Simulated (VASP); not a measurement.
Wanted: the native input for a VASP 6.6.1 run.

| Quantity | Value |
| --- | --- |
| Task | single point |
| Functional | PBE |
| Potentials or basis | VASP PAW PBE potentials, release 64 (Zr_sv, Ge_d, Pd) |
| Cutoff | 520 eV |
| k mesh | 4 × 4 × 3 |
| Occupations | gaussian, width 0.2 eV |
| Spin | no spin polarisation |
| Dipole correction | no |
| Further INCAR settings | ALGO = Normal; EDIFF = 1e-06; NBANDS = 44 |

The structure of ZrGe2Pd3 lies in POSCAR:

```
ZrGe2Pd3
1.0
    4.6882566843      0.0000000000      0.0000000000
   -2.3441283422      4.0601493881      0.0000000000
    0.0000000000      0.0000000000      6.8857761899
Zr Ge Pd
1 2 3
Direct
    0.0000000000      0.0000000000      0.5000000000
    0.3333333333      0.6666666667      0.1647415921
    0.3333333333      0.6666666667      0.8352584079
    0.0000000000      0.0000000000      0.0000000000
    0.6666666667      0.3333333333      0.5000000000
    0.3333333333      0.6666666667      0.5000000000
```

The input as run:

INCAR

```
SYSTEM = ZrGe2Pd3
PREC = Accurate ; ENCUT = 520
EDIFF = 1E-6 ; ISMEAR = 0
SIGMA = 0.2 ; LREAL = .False.
LASPH = .True. ; NELM = 80
ALGO = Normal ; ISIF = 2
LWAVE = .False. ; LCHARG = .False.
GGA = PE ; NBANDS = 44
```

KPOINTS

```
Automatic mesh
0
Gamma
  4 4 3
  0 0 0
```

Potentials or basis: VASP PAW PBE potentials, release 64 (Zr_sv, Ge_d, Pd).

Launch:

```bash
$ cat potpaw_PBE.64/Zr_sv/POTCAR potpaw_PBE.64/Ge_d/POTCAR potpaw_PBE.64/Pd/POTCAR > POTCAR
$ mpirun -np 1 vasp_std > vasp.out
```

It gave:

| Item | Value |
| --- | --- |
| Pressure | 0.3 GPa |
| Largest force | 0.018 eV/Å |
| Band gap on the k mesh | zero (band 35 reaches 6.85 eV, above the bottom of band 36 at 5.95 eV) |

Caveat: the k points lie up to 0.39 Å⁻¹ apart.

Wall time 31 s on 1 thread of Intel(R) Xeon(R) 6975P-C (Granite Rapids), with other jobs on the host, peak memory 0.26 GiB.
